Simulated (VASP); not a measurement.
# Si in VASP: further runs

Runs on Si. Level: LDA. Tasks: single point.

Program: VASP 6.6.1. These are calculated values, not measurements. Logs are shortened: lines on timing, memory, paths and dates and some standing lists are left out, and cuts for length are marked.

## 1. The cell of the first run

The cell holds a slab with vacuum, 2 atoms: a = 3.831 Å, b = 3.831 Å, c = 28.000 Å, α = 90.00°, β = 90.00°, γ = 120.00°.

## 2. Single point, LDA

File INCAR:

```
SYSTEM = Si
ALGO     = Normal         ! electronic algorithm
DIPOL    = 0.5 0.5 0.500
EDIFF    = 1E-7           ! SCF threshold, eV
ENCUT    = 520            ! plane-wave cutoff, eV
IDIPOL   = 3            
ISIF     = 2              ! what is computed and relaxed
ISMEAR   = 0              ! smearing method
LASPH    = .TRUE.         ! aspherical terms in the spheres
LCHARG   = .FALSE.        ! write CHGCAR
LDIPOL   = .TRUE.       
LREAL    = .FALSE.        ! projectors in reciprocal space
LWAVE    = .FALSE.        ! write WAVECAR
NBANDS   = 11             ! bands
NELM     = 100            ! most SCF steps
PREC     = Accurate       ! precision mode
SIGMA    = 0.1            ! smearing width, eV
```

File KPOINTS:

```
k-points
0
G
  15 15 1
  0 0 0
```

File POSCAR:

```
Si
1.0
    3.8310000000      0.0000000000      0.0000000000
   -1.9155000000      3.3177433219      0.0000000000
    0.0000000000      0.0000000000     28.0000000000
Si
2
Direct
    0.3333333333      0.6666666667      0.5025535714
    0.6666666667      0.3333333333      0.4974464286
```

Potentials or basis: VASP PAW LDA potentials, release 64 (Si).

Command:

```bash
cat potpaw_LDA.64/Si/POTCAR > POTCAR
mpirun -np 1 vasp_std > vasp.out
```

OUTCAR:

```text
SYSTEM = Si
   EDIFF = 1E-7
   ENCUT = 520
   ISIF = 2
   ISMEAR = 0
   LASPH = .TRUE.
   LREAL = .FALSE.
   NELM = 100
   PREC = Accurate

 ion  position               nearest neighbor table
   1  0.333  0.667  0.503-   2 2.22   2 2.22   2 2.22
   2  0.667  0.333  0.497-   1 2.22   1 2.22   1 2.22

  LATTYP: Found a hexagonal cell.
 ALAT       =     3.8310000000
 C/A-ratio  =     7.3087966588

  Lattice vectors:

 A1 = (   3.8310000000,   0.0000000000,   0.0000000000)
 A2 = (  -1.9155000000,   3.3177433219,   0.0000000000)
 A3 = (   0.0000000000,   0.0000000000,  28.0000000000)

Analysis of symmetry for initial positions (statically):
=====================================================================
 Subroutine PRICEL returns:
 Original cell was already a primitive cell.

 Routine SETGRP: Setting up the symmetry group for a
 hexagonal supercell.

 Subroutine GETGRP returns: Found 12 space group operations
 (whereof 12 operations were pure point group operations)
 out of a pool of 24 trial point group operations.

The static configuration has the point symmetry D_3d.

Analysis of symmetry for dynamics (positions and initial velocities):
=====================================================================
 Subroutine PRICEL returns:
 Original cell was already a primitive cell.

 Routine SETGRP: Setting up the symmetry group for a
 hexagonal supercell.

 Subroutine GETGRP returns: Found 12 space group operations
 (whereof 12 operations were pure point group operations)
 out of a pool of 24 trial point group operations.

The dynamic configuration has the point symmetry D_3d.

 Subroutine INISYM returns: Found 12 space group operations
 (whereof 12 operations are pure point group operations),
 and found     1 'primitive' translations

----------------------------------------------------------------------------------------

                                     Primitive cell

  volume of cell :     355.8877

  direct lattice vectors                    reciprocal lattice vectors
     3.831000000  0.000000000  0.000000000     0.261028452  0.150704847  0.000000000
    -1.915500000  3.317743322  0.000000000     0.000000000  0.301409694  0.000000000
     0.000000000  0.000000000 28.000000000     0.000000000  0.000000000  0.035714286

  length of vectors
     3.831000000  3.831000000 28.000000000     0.301409694  0.301409694  0.035714286

  position of ions in fractional coordinates (direct lattice)
     0.333333333  0.666666667  0.502553571
     0.666666667  0.333333333  0.497446429

  ion indices of the primitive-cell ions
   primitive index   ion index
                 1           1
                 2           2

----------------------------------------------------------------------------------------

 KPOINTS: k-points

Automatic generation of k-mesh.
 Grid dimensions read from file:
 generate k-points for:   15   15    1

 Generating k-lattice:

  Cartesian coordinates                     Fractional coordinates (reciprocal lattice)
     0.017401897  0.010046990  0.000000000     0.066666667  0.000000000  0.000000000
     0.000000000  0.020093980  0.000000000     0.000000000  0.066666667  0.000000000
     0.000000000  0.000000000  0.035714286     0.000000000  0.000000000  1.000000000

  Length of vectors
     0.020093980  0.020093980  0.035714286

  Shift w.r.t. Gamma in fractional coordinates (k-lattice)
     0.000000000  0.000000000  0.000000000

 Subroutine IBZKPT returns following result:
 ===========================================

 Found     27 irreducible k-points:

 Following reciprocal coordinates:
            Coordinates               Weight
  0.000000  0.000000  0.000000      1.000000
  0.066667  0.000000  0.000000      6.000000
  0.133333  0.000000  0.000000      6.000000
  0.200000  0.000000  0.000000      6.000000
  0.266667  0.000000  0.000000      6.000000
  0.333333  0.000000  0.000000      6.000000
[... 16 lines left out ...]
  0.333333  0.200000  0.000000     12.000000
  0.400000  0.200000  0.000000      6.000000
 [... further k-points ...]
   k-points           NKPTS =     27   k-points in BZ     NKDIM =     27   number of bands    NBANDS=     11
   number of dos      NEDOS =    301   number of ions     NIONS =      2
   total plane-waves  NPLWV = 164640
   dimension x,y,z NGX =    28 NGY =   28 NGZ =  210
   dimension x,y,z NGXF=    56 NGYF=   56 NGZF=  420
   ions per type =               2
   NGX,Y,Z   is equivalent  to a cutoff of  12.15, 12.15, 12.47 a.u.
   NGXF,Y,Z  is equivalent  to a cutoff of  24.30, 24.30, 24.94 a.u.
 SYSTEM =  Si
   PREC   = accura    normal or accurate (medium, high low for compatibility)
   ISTART =      0    job   : 0-new  1-cont  2-samecut
   ICHARG =      2    charge: 1-file 2-atom 10-const
   ISPIN  =      1    spin polarized calculation?
   LNONCOLLINEAR =      F non collinear calculations
   LSORBIT =      F    spin-orbit coupling
   LASPH  =      T    aspherical Exc in radial PAW
   ENCUT  =  520.0 eV  38.22 Ry    6.18 a.u.   7.12  7.12 52.06*2*pi/ulx,y,z
   NELM   =    100;   NELMIN=  2; NELMDL= -5     # of ELM steps
   EDIFF  = 0.1E-06   stopping-criterion for ELM
   LREAL  =      F    real-space projection
   EDIFFG = 0.1E-05   stopping-criterion for IOM
   NSW    =      0    number of steps for IOM
   IBRION =     -1    ionic relax: 0-MD 1-quasi-New 2-CG
   NFREE  =      0    steps in history (QN), initial steepest desc. (CG)
   ISIF   =      2    stress and relaxation
   ISYM   =      2    0-nonsym 1-usesym 2-fastsym
   POTIM  = 0.5000    time-step for ionic-motion
   TEBEG  =    0.0;   TEEND  =   0.0 temperature during run
   PSTRESS=    0.0 pullay stress
   NELECT =       8.0000    total number of electrons
   NUPDOWN=      -1.0000    fix difference up-down
   EMIN   =  10.00;   EMAX   =-10.00  energy-range for DOS
   EFERMI =   0.00;   METHOD = LEGACY
   ISMEAR =     0;   SIGMA  =   0.10  broadening in eV -4-tet -1-fermi 0-gaus
   EFERMI_NEDOS =   21; number of points for ismear=-14 and -15
   IALGO  =     38    algorithm
   IMIX   =      4    mixing-type and parameters
     AMIX     =   0.40;   BMIX     =  1.00
     AMIX_MAG =   1.60;   BMIX_MAG =  1.00
  volume/ion in A,a.u.               =     177.94      1200.82
  Fermi-wavevector in a.u.,A,eV,Ry     =   0.462027  0.873104  2.904419  0.213469
  Thomas-Fermi vector in A             =   1.449397
   LORBIT       =      0    0 simple, 1 ext, 2 COOP (PROOUT), +10 PAW based schemes
   GGA     = CA    functional components
   LHFCALC =     F    Hartree Fock is set to
   AEXX    =    0.0000 exact exchange contribution
   IVDW    =     0    specifies the selected vdW correction
   LEPSILON=     F    determine dielectric tensor
   LRPA    =     F    only Hartree local field effects (RPA)
 non-spin polarized calculation
 Gauss-broadening in eV      SIGMA  =   0.10
  energy-cutoff  :      520.00
  volume of cell :      355.89
 maximum number of plane-waves:      9687
   NGX = 15   NGY = 15   NGZ =105

 dipolmoment           0.000000      0.000000      0.000000 electrons x Angstroem

 number of electron       8.0000000 magnetization

 dipolmoment           0.000000      0.000000     -0.000000 electrons x Angstroem

 Free energy of the ion-electron system (eV)
  ---------------------------------------------------
  ext. energy  EPLUGINS =         0.00000000
  ---------------------------------------------------
  free energy    TOTEN  =       -10.37839190 eV

  energy without entropy =      -10.37738889  energy(sigma->0) =      -10.37789040

 E-fermi :  -3.5287     XC(G=0):  -1.5741

 val. band max:       -3.5287216225   @ k =   0.3333   0.3333   0.0000
 cond. band min:      -3.5287216194   @ k =   0.3333   0.3333   0.0000
 fundamental gap:      0.0000000031
 Fermi energy:        -3.5287216213

 k-point     1 :       0.0000    0.0000    0.0000
  band No.  band energies     occupation
      1     -15.0574      2.00000
      2      -6.7704      2.00000
      3      -5.2231      2.00000
      4      -5.2231      2.00000
      5      -1.7346      0.00000
      6      -0.8898      0.00000
      7      -0.8898      0.00000
      8      -0.5752      0.00000
      9       0.9519      0.00000
     10       1.2566      0.00000
     11       1.6786      0.00000

 k-point     2 :       0.0667    0.0000    0.0000
  band No.  band energies     occupation
      1     -15.0044      2.00000
      2      -6.7201      2.00000
      3      -5.6291      2.00000
      4      -5.3176      2.00000
      5      -1.4625      0.00000
      6      -0.8590      0.00000
      7      -0.6907      0.00000
      8      -0.5198      0.00000
      9       1.0107      0.00000
     10       1.3167      0.00000
     11       1.7385      0.00000

 k-point     3 :       0.1333    0.0000    0.0000
  band No.  band energies     occupation
      1     -14.8461      2.00000
      2      -6.6176      2.00000
      3      -6.4683      2.00000
      4      -5.5541      2.00000
      5      -1.5354      0.00000
      6      -0.3584      0.00000
      7      -0.1409      0.00000
      8      -0.1407      0.00000
      9       1.1851      0.00000
     10       1.4868      0.00000
     11       1.6609      0.00000
[... 267 lines left out ...]
 k-point    23 :       0.3333    0.2000    0.0000
  band No.  band energies     occupation
      1     -12.6935      2.00000
      2     -10.8450      2.00000
      3      -7.9031      2.00000
      4      -4.4621      2.00000
      5      -2.6532      0.00000
      6      -0.4491      0.00000
      7       1.1058      0.00000
      8       2.1789      0.00000
      9       2.2828      0.00000
     10       3.9438      0.00000
     11       4.2157      0.00000

 k-point    24 :       0.4000    0.2000    0.0000
  band No.  band energies     occupation
      1     -12.3942      2.00000
      2     -11.2028      2.00000
      3      -7.9805      2.00000
      4      -4.1758      2.00000
      5      -2.9925      0.00000
      6      -0.4909      0.00000
      7       1.0120      0.00000
      8       2.5879      0.00000
      9       2.8792      0.00000
     10       4.2821      0.00000
     11       4.4274      0.00000

 [... further k-points ...]

------------------------ aborting loop because EDIFF is reached ----------------------------------------

 vacuum level on the upper side and lower side of the slab       (xc-potential included)        -0.013        -0.013

  FORCE on cell =-STRESS in cart. coord.  units (eV):
  Direction    XX          YY          ZZ          XY          YZ          ZX
  --------------------------------------------------------------------------------------
  -------------------------------------------------------------------------------------
  Total        0.7069473      0.7069473      0.0126480      0.0000000      0.0000000     -0.0000000
  in kB        3.1826189      3.1826189      0.0569404      0.0000000      0.0000000     -0.0000000
  external PRESSURE =       2.1407261 kB  Pullay stress =       0.0000000 kB

 VOLUME and BASIS-vectors are now :
 -----------------------------------------------------------------------------
  energy-cutoff  :      520.00
  volume of cell :      355.89
      direct lattice vectors                 reciprocal lattice vectors
     3.831000000  0.000000000  0.000000000     0.261028452  0.150704847  0.000000000
    -1.915500000  3.317743322  0.000000000     0.000000000  0.301409694  0.000000000
     0.000000000  0.000000000 28.000000000     0.000000000  0.000000000  0.035714286

 POSITION                                       TOTAL-FORCE (eV/Angst)
 -----------------------------------------------------------------------------------
     -0.00000      2.21183     14.07150         0.000000      0.000000      0.115350
      1.91550      1.10591     13.92850        -0.000000     -0.000000     -0.115350
 -----------------------------------------------------------------------------------
    total drift:                                0.000000     -0.000000     -0.000000

  FREE ENERGIE OF THE ION-ELECTRON SYSTEM (eV)
  ---------------------------------------------------
  free  energy   TOTEN  =       -10.3783918972 eV

  energy  without entropy=      -10.3773888935  energy(sigma->0) =      -10.37789040

 vacuum level on the upper side and lower side of the slab         1.213         1.213
```

Wall time 3.4 min (1 thread of AMD EPYC 7R43 (Zen 3), shared host); peak memory 0.31 GiB.

What came out:

```
Free energy            : -10.3784 eV
Largest force          : 0.115 eV/Å
Band gap on the k mesh : zero (filled and empty bands touch)
```

Forces on the atoms (eV/Å):
```
Si   0.000  0.000  0.115
Si   0.000  0.000 -0.115
```

## 3. Single point, LDA

File INCAR:

```
ALGO = Normal
DIPOL = 0.5 0.5 0.500
EDIFF = 1E-7
ENCUT = 520
GGA = CA
IDIPOL = 3
ISIF = 2
ISMEAR = 0
LASPH = T
LCHARG = F
LDIPOL = T
LREAL = F
LWAVE = F
NBANDS = 11
NELM = 60
PREC = Accurate
SIGMA = 0.1
```

File KPOINTS:

```
k-points
0
Gamma
  15 15 1
```

File POSCAR:

```
Si
1.0
    3.8310000000      0.0000000000      0.0000000000
   -1.9155000000      3.3177433219      0.0000000000
    0.0000000000      0.0000000000     28.0000000000
Si
2
Direct
    0.3333333333      0.6666666667      0.5076607143
    0.6666666667      0.3333333333      0.4923392857
```

Potentials or basis: VASP PAW LDA potentials, release 64 (Si).

Command:

```bash
cat potpaw_LDA.64/Si/POTCAR > POTCAR
mpirun -np 1 vasp_std > vasp.out
```

It took 3.6 min on 1 thread of AMD EPYC 7R43 (Zen 3), shared host; peak memory 0.31 GiB.

Results (log left out):

* Free energy: -10.4112 eV
* Largest force: 0.005 eV/Å
* Band gap on the k mesh: zero (filled and empty bands touch)

Forces on the atoms (eV/Å):
```
Si   0.000  0.000  0.005
Si   0.000  0.000 -0.005
```

Levels at points of the mesh, in eV from the Fermi level:
```
           k point  band 2  band 3  band 4  band 5  band 6  band 7
(0.00, 0.00, 0.00)   -3.24   -1.26   -1.26    2.02    2.55    2.96
```

## 4. Single point, LDA

File INCAR:

```
SYSTEM = Si
PREC     = Accurate       ! precision mode
ENCUT    = 520            ! plane-wave cutoff, eV
EDIFF    = 1E-6           ! SCF threshold, eV
ISMEAR   = 0              ! smearing method
SIGMA    = 0.1            ! smearing width, eV
LREAL    = .FALSE.        ! projectors in reciprocal space
LASPH    = .TRUE.         ! aspherical terms in the spheres
NELM     = 80             ! most SCF steps
ALGO     = Normal         ! electronic algorithm
ISIF     = 2              ! what is computed and relaxed
LWAVE    = .FALSE.        ! write WAVECAR
LCHARG   = .FALSE.        ! write CHGCAR
LDIPOL   = .TRUE.       
IDIPOL   = 3            
DIPOL    = 0.5 0.5 0.500
NBANDS   = 11             ! bands
```

File KPOINTS:

```
regular mesh
0
G
  15 15 1
  0 0 0
```

File POSCAR:

```
Si
1.0
    3.8310000000      0.0000000000      0.0000000000
   -1.9155000000      3.3177433219      0.0000000000
    0.0000000000      0.0000000000     28.0000000000
Si
2
Direct
    0.3333333333      0.6666666667      0.5127500000
    0.6666666667      0.3333333333      0.4872500000
```

Potentials or basis: VASP PAW LDA potentials, release 64 (Si).

Command:

```bash
cat potpaw_LDA.64/Si/POTCAR > POTCAR
mpirun -np 1 vasp_std > vasp.out
```

OUTCAR:

```text
SYSTEM = Si
   PREC = Accurate
   ENCUT = 520
   EDIFF = 1E-6
   ISMEAR = 0
   LREAL = .FALSE.
   LASPH = .TRUE.
   NELM = 80
   ISIF = 2

 ion  position               nearest neighbor table
   1  0.333  0.667  0.513-   2 2.32   2 2.32   2 2.32
   2  0.667  0.333  0.487-   1 2.32   1 2.32   1 2.32

  LATTYP: Found a hexagonal cell.
 ALAT       =     3.8310000000
 C/A-ratio  =     7.3087966588

  Lattice vectors:

 A1 = (   3.8310000000,   0.0000000000,   0.0000000000)
[... 527 lines left out ...]

  FORCE on cell =-STRESS in cart. coord.  units (eV):
  Direction    XX          YY          ZZ          XY          YZ          ZX
  --------------------------------------------------------------------------------------
  -------------------------------------------------------------------------------------
  Total       -1.1952943     -1.1952943     -0.6479416      0.0000000      0.0000000      0.0000000
  in kB       -5.3811172     -5.3811172     -2.9169801      0.0000000      0.0000000      0.0000000
  external PRESSURE =      -4.5597381 kB  Pullay stress =       0.0000000 kB

 VOLUME and BASIS-vectors are now :
 -----------------------------------------------------------------------------
  energy-cutoff  :      520.00
  volume of cell :      355.89
      direct lattice vectors                 reciprocal lattice vectors
     3.831000000  0.000000000  0.000000000     0.261028452  0.150704847  0.000000000
    -1.915500000  3.317743322  0.000000000     0.000000000  0.301409694  0.000000000
     0.000000000  0.000000000 28.000000000     0.000000000  0.000000000  0.035714286

 POSITION                                       TOTAL-FORCE (eV/Angst)
 -----------------------------------------------------------------------------------
     -0.00000      2.21183     14.35700        -0.000000      0.000000     -0.902736
      1.91550      1.10591     13.64300         0.000000     -0.000000      0.902736
 -----------------------------------------------------------------------------------
    total drift:                               -0.000000     -0.000000     -0.000000

  FREE ENERGIE OF THE ION-ELECTRON SYSTEM (eV)
  ---------------------------------------------------
  free  energy   TOTEN  =       -10.3037329600 eV

  energy  without entropy=      -10.3027299557  energy(sigma->0) =      -10.30323146

 vacuum level on the upper side and lower side of the slab         1.182         1.182
```

stdout:

```text
POSCAR found type information on POSCAR Si
 POSCAR found :  1 types and       2 ions
 scaLAPACK will be used
 LDA part: xc-table for (Slater(with rela. corr.)+CA(PZ))
 , standard interpolation
 POSCAR, INCAR and KPOINTS ok, starting setup
 FFT: planning ... GRIDC
 FFT: planning ... GRID_SOFT
 FFT: planning ... GRID
 WAVECAR not read
 entering main loop
```

It took 6.6 min on 1 thread of AMD EPYC 7R43 (Zen 3), shared host; peak memory 0.31 GiB.

Results:

| Item | Value |
| --- | --- |
| Free energy | -10.3037 eV |
| Largest force | 0.903 eV/Å |
| Band gap on the k mesh | zero (filled and empty bands touch) |

Forces on the atoms (eV/Å):
```
Si   0.000  0.000 -0.903
Si   0.000  0.000  0.903
```

(Continued in part 2 of 2.)

The gap in the log of VASP goes by the Fermi energy; the results here count the filled bands.